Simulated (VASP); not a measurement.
Write the native input for VASP 6.6.1 that does the following.

| Quantity | Value |
| --- | --- |
| Task | relaxation of cell and atoms |
| Functional | PBE |
| Potentials or basis | VASP PAW PBE potentials, release 64 (Hf_pv, F) |
| Cutoff | 600 eV |
| k mesh | 6 × 6 × 6 |
| Occupations | gaussian, width 0.1 eV |
| Spin | no spin polarisation |
| Dipole correction | no |
| Further INCAR settings | ALGO = Normal; EDIFF = 1e-06; IBRION = 2; EDIFFG = -0.01; NSW = 100; ISIF = 3 |

The structure of Hf6F lies in POSCAR:

```
Hf6F
1.0
    5.6188566726      0.0000000000      0.0000000000
   -2.8094283363      4.8660726187      0.0000000000
    0.0000000000      0.0000000000      5.1958812600
Hf F
6 1
Direct
    0.3447367155      0.3447367155      0.7355445912
    0.6552632845      0.6552632845      0.2644554088
    0.3447367155      0.0000000000      0.2644554088
    0.0000000000      0.6552632845      0.7355445912
    0.0000000000      0.3447367155      0.2644554088
    0.6552632845      0.0000000000      0.7355445912
    0.0000000000      0.0000000000      0.0000000000
```

This cell differs from its parent crystal: with an interstitial atom.

These files were run (other wordings do the same):

INCAR

```
PREC = Accurate
ENCUT = 600
EDIFF = 1E-6
ISMEAR = 0
SIGMA = 0.1
LREAL = False
LASPH = True
NELM = 80
ALGO = Normal
ISIF = 3
LWAVE = False
LCHARG = False
GGA = PE
IBRION = 2
NSW = 100
EDIFFG = -0.01
```

KPOINTS

```
regular mesh
0
Gamma
  6 6 6
```

Potentials or basis: VASP PAW PBE potentials, release 64 (Hf_pv, F).

The run is started by

```sh
$ cat potpaw_PBE.64/Hf_pv/POTCAR potpaw_PBE.64/F/POTCAR > POTCAR
$ mpirun -np 1 vasp_std > vasp.out
```

Results of the run:

```yaml
Relaxed_volume: 20.11 Å³/atom
Relaxed_cell: a = 5.608 Å, b = 5.608 Å, c = 5.168 Å, α = 90.00°, β = 90.00°, γ = 120.00°
Space_group_after_relaxing_to_0.1_Å: P-31m (No. 162)
Energy_gained_by_relaxing: 1.4 meV/atom
Ionic_steps: 6
Pressure_after_relaxing: 0.0 GPa
Largest_force_after_relaxing: 0.009 eV/Å
Band_gap_on_the_k_mesh: zero (an odd number of electrons rules out a gap without spin polarisation)
```

Caveat: the cell differs from its parent crystal (with an interstitial atom); spin-orbit coupling is left out, which moves the levels of the heavy elements.

Wall time 6.9 min on 1 thread of Intel(R) Xeon(R) 6975P-C (Granite Rapids), on a shared host, peak memory 0.43 GiB.
